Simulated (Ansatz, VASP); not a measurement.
# One calculation of Cs, two programs

Contents of INCAR:

```
SYSTEM = Cs
  PREC = Accurate
  ENCUT = 520
  EDIFF = 1E-6
  ISMEAR = -1
  SIGMA = 0.01
  LREAL = .FALSE.
  LASPH = .TRUE.
  NELM = 150
  ALGO = Normal
  ISIF = 2
  LWAVE = .FALSE.
  LCHARG = .FALSE.
  ISPIN = 2
  MAGMOM = 0.987
  LORBIT = 11
  GGA = PE
  NBANDS = 14
  ISYM = 0
```

File KPOINTS:

```
regular mesh
0
G
  1 1 1
  0 0 0
```

File POSCAR:

```
Cs
1.0
   14.0000000000      0.0000000000      0.0000000000
    0.0000000000     14.4000000000      0.0000000000
    0.0000000000      0.0000000000     14.8000000000
Cs
1
Direct
    0.5000000000      0.5000000000      0.5000000000
```

Input for Ansatz:

```yaml
crystal:
  lattice:
    - [14.0, 0.0, 0.0]
    - [0.0, 14.4, 0.0]
    - [0.0, 0.0, 14.8]
  atoms:
    - { symbol: Cs, position: [0.5, 0.5, 0.5], spin: 0.987 }
  symmetry: { detect: false, time_reversal: true }
hamiltonian:
  xc: pbe
  pseudopotentials:
    kind: paw
    azcp:
      Cs: "pseudopotentials/Cs.paw.azcp"
basis:
  ecutwfc: 420
  fft_grid_basis: typed
kpoints:
  mp_grid: { grid: [1, 1, 1], shift: [0, 0, 0] }
magnetization:
  spin_polarized: true
scf:
  occupations: { method: fermi_dirac, width: 0.01 }
```

Alike in both runs: task single point; functional PBE; k mesh 1 × 1 × 1; occupations fermi-dirac, width 0.01 eV; collinear spin.

|  | VASP | Ansatz |
| --- | --- | --- |
| version | VASP 6.6.1 | Ansatz 0.2.0 |
| potentials or method | VASP PAW PBE potentials, release 64 (Cs_sv), cutoff 520 eV | plane waves (420 eV) with PAW, scalar-relativistic |
| valence electrons in the cell | 9 | 9 |

```tsv
	VASP	Ansatz	Ansatz less VASP
gap on the k mesh at the Fermi level (eV)	0.72	0.72	+0.001
net moment per atom (μB)	1.00	1.00	0.000
size of the moment on the site where the two differ most (μB)	0.02	0.99	+0.967
```

Site moments also hang on the region over which each program counts them.

Neither program's run includes spin-orbit coupling.
